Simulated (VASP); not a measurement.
# Li in VASP: a series of runs, part 2 of 2

VASP 6.6.1.

## (4) Single point, PBEsol (biaxial strain in the a-b plane: -2.0 %)

INCAR

```
SYSTEM = Li
  PREC = Accurate
  ENCUT = 750
  EDIFF = 1E-6
  ISMEAR = 0
  SIGMA = 0.1
  LREAL = .FALSE.
  LASPH = .TRUE.
  NELM = 120
  ALGO = Normal
  ISIF = 2
  LWAVE = .FALSE.
  LCHARG = .FALSE.
  GGA = PS
  NBANDS = 10
  GGA_COMPAT = .FALSE.
```

KPOINTS

```
Automatic mesh
0
G
  16 16 16
  0 0 0
```

POSCAR

```
Li
1.0
    3.3628185973      0.0000000000      0.0000000000
    0.0000000000      3.3628185973      0.0000000000
    0.0000000000      0.0000000000      3.4726249188
Li
2
Direct
    0.0000000000      0.0000000000      0.0000000000
    0.5000000000      0.5000000000      0.5000000000
```

Potentials or basis: VASP PAW PBE potentials, release 64 (Li_sv).

On the command line:

```console
$ cat potpaw_PBE.64/Li_sv/POTCAR > POTCAR
$ mpirun -np 1 vasp_std > vasp.out
```

OUTCAR:

```text
SYSTEM = Li
   PREC = Accurate
   ENCUT = 750
   EDIFF = 1E-6
   ISMEAR = 0
   LREAL = .FALSE.
   LASPH = .TRUE.
   NELM = 120
   ISIF = 2
   GGA = PS

 ion  position               nearest neighbor table
   1  0.000  0.000  0.000-
   2  0.500  0.500  0.500-

  LATTYP: Found a simple tetragonal cell.
 ALAT       =     3.3628185973
 C/A-ratio  =     1.0326530612

  Lattice vectors:

 A1 = (   3.3628185973,   0.0000000000,   0.0000000000)
 A2 = (   0.0000000000,   3.3628185973,   0.0000000000)
 A3 = (   0.0000000000,   0.0000000000,   3.4726249188)

Analysis of symmetry for initial positions (statically):
=====================================================================
 Subroutine PRICEL returns following result:

  LATTYP: Found a body centered tetragonal cell.
 ALAT       =     3.3628185973
 C/A-ratio  =     1.0326530612

  Lattice vectors:

 A1 = (  -1.6814092987,  -1.6814092987,  -1.7363124594)
 A2 = (   1.6814092987,   1.6814092987,  -1.7363124594)
 A3 = (   1.6814092987,  -1.6814092987,   1.7363124594)

   2 primitive cells build up your supercell.
[... 185 lines left out ...]

 k-point     1 :       0.0000    0.0000    0.0000
  band No.  band energies     occupation
      1     -45.1333      2.00000
      2     -45.0945      2.00000
      3      -2.8930      2.00000
      4       5.8807      0.00000
      5       6.6007      0.00000
      6       6.6007      0.00000
      7       8.3796      0.00000
      8       8.8586      0.00000
      9      15.1065      0.00000
     10      15.6033      0.00000
[... 287 lines left out ...]
 k-point    24 :       0.5000    0.1250    0.0000
  band No.  band energies     occupation
      1     -45.1114      2.00000
      2     -45.1114      2.00000
      3      -0.2509      2.00000
      4      -0.2509      2.00000
      5       8.2851      0.00000
      6       8.2851      0.00000
      7       9.2329      0.00000
      8       9.2329      0.00000
      9      12.6090      0.00000
     10      12.6090      0.00000

 [... further k-points ...]

------------------------ aborting loop because EDIFF is reached ----------------------------------------

  FORCE on cell =-STRESS in cart. coord.  units (eV):
  Direction    XX          YY          ZZ          XY          YZ          ZX
  --------------------------------------------------------------------------------------
  -------------------------------------------------------------------------------------
  Total        0.0910298      0.0910298      0.0509335      0.0000000      0.0000000     -0.0000000
  in kB        3.7138943      3.7138943      2.0780182      0.0000000      0.0000000     -0.0000000
  external PRESSURE =       3.1686023 kB  Pullay stress =       0.0000000 kB

 VOLUME and BASIS-vectors are now :
 -----------------------------------------------------------------------------
  energy-cutoff  :      750.00
  volume of cell :       39.27
      direct lattice vectors                 reciprocal lattice vectors
     3.362818597  0.000000000  0.000000000     0.297369594  0.000000000  0.000000000
     0.000000000  3.362818597  0.000000000     0.000000000  0.297369594  0.000000000
     0.000000000  0.000000000  3.472624919     0.000000000  0.000000000  0.287966603

 POSITION                                       TOTAL-FORCE (eV/Angst)
 -----------------------------------------------------------------------------------
      0.00000      0.00000      0.00000        -0.000000     -0.000000     -0.000000
      1.68141      1.68141      1.73631         0.000000      0.000000      0.000000
 -----------------------------------------------------------------------------------
    total drift:                                0.000000      0.000000      0.000000

  FREE ENERGIE OF THE ION-ELECTRON SYSTEM (eV)
  ---------------------------------------------------
  free  energy   TOTEN  =        -3.9349301405 eV

  energy  without entropy=       -3.9302464284  energy(sigma->0) =       -3.93258828
```

stdout:

```text
POSCAR found type information on POSCAR Li
 POSCAR found :  1 types and       2 ions
 scaLAPACK will be used
 -----------------------------------------------------------------------------
|                                                                             |
|                                                                             |
|     You enforced a specific xc type in the INCAR file but a different       |
|     I HOPE YOU KNOW WHAT YOU ARE DOING!                                     |
|                                                                             |
 -----------------------------------------------------------------------------

 LDA part: xc-table for (Slater+PW92), standard interpolation
 POSCAR, INCAR and KPOINTS ok, starting setup
 FFT: planning ... GRIDC
 FFT: planning ... GRID_SOFT
 FFT: planning ... GRID
 WAVECAR not read
 entering main loop
```

Wall time 2.4 min (1 thread of Intel Xeon Platinum 8259CL at 2.50GHz (Skylake/Cascade Lake), shared host); peak memory 0.32 GiB.

What came out:

* Free energy: -3.9349 eV
* Pressure: 0.3 GPa
* Band gap on the k mesh: zero (bands 3 and 4 overlap by 4.67 eV)

Caveat: the cell differs from its parent crystal (biaxial strain in the a-b plane: -2.0 %); the PAW data sets were made with another functional, which shifts forces and pressure a little.

## (5) The runs side by side

| cell | gap on the mesh (eV) | pressure (GPa) |
| --- | --- | --- |
| a = 3.431 Å, 2 atoms | none | -0.1 |
| a = 3.329, b = 3.329, c = 3.493 Å, 2 atoms | none | 0.5 |
| a = 3.363, b = 3.363, c = 3.473 Å, 2 atoms | none | 0.3 |

Alike in all rows: task single point; level PBEsol; potentials or basis VASP PAW PBE potentials, release 64 (Li_sv); no spin polarisation; k mesh 16 × 16 × 16; cutoff (eV) 750; smearing gaussian 0.1 eV.

Caveats: the PAW data sets were made with another functional, which shifts forces and pressure a little.

Total energies depend on the potentials used, so only differences within one code and one set of settings carry meaning.
